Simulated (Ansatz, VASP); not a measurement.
Two plane-wave programs on Os

```
CELL_PARAMETERS angstrom
2.75278 0.00000 0.00000
-1.37639 2.38398 0.00000
0.00000 0.00000 4.35087
ATOMIC_POSITIONS crystal
Os 0.33333 0.66667 0.25000
Os 0.66667 0.33333 0.75000
```

Alike in both runs: functional PBE; k mesh 18 × 18 × 10; occupations gaussian, width 0.1 eV; no spin polarisation.

Ansatz relaxed the structure, and its values are those at the end. VASP's run is a single point on that final structure, the one shown.

|  | VASP | Ansatz |
| --- | --- | --- |
| version | VASP 6.6.1 | Ansatz 0.2.0 |
| potentials or method | VASP PAW PBE potentials, release 64 (Os), cutoff 520 eV | scalar-relativistic, plane waves, PAW |
| valence electrons in the cell | 16 | 32 |

Ansatz gave:

| Item | Value |
| --- | --- |
| gap on the k mesh at the Fermi level (eV) | none |
| pressure (GPa) | 0.0 |

Problem. Which values does VASP return?

Solution. gap on the k mesh at the Fermi level (eV): none; pressure (GPa): -0.2.

A gap of «none» marks a metal or a gap that the smearing closes. VASP's potentials hold 16 valence electrons a cell and Ansatz's 32, so a difference there can come from the potentials and not from the codes.

Neither program's run includes spin-orbit coupling.
